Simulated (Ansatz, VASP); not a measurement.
# Sn in VASP and in Ansatz

```
Sn
1.0
     3.41297    0.00000    0.00000
    -1.70648    2.95571    0.00000
     0.00000    0.00000    5.67878
Sn
2
Cartesian
  0.0000 1.9705 1.4197
  1.7065 0.9852 4.2591
```

Alike in both runs: task single point; functional LDA; k mesh 12 × 12 × 7; occupations fermi-dirac, width 0.1 eV; no spin polarisation.

```csv
,VASP,Ansatz
version,VASP 6.6.1,Ansatz 0.2.0
potentials or method,"VASP PAW LDA potentials, release 64 (Sn_d), cutoff 520 eV","plane waves (420 eV) with PAW, scalar-relativistic"
valence electrons in the cell,28,28
```

|  | VASP | Ansatz | Ansatz less VASP |
| --- | --- | --- | --- |
| pressure (GPa) | -5.1 | -5.0 | +0.05 |
| traceless stress, the component that is largest in VASP (GPa) | -0.48 | -0.47 | +0.014 |

Ansatz warns that its potentials were made for another functional, while VASP's fit it. LDA's correlation is that of Perdew and Zunger in VASP and of Perdew and Wang (1992) in Ansatz.
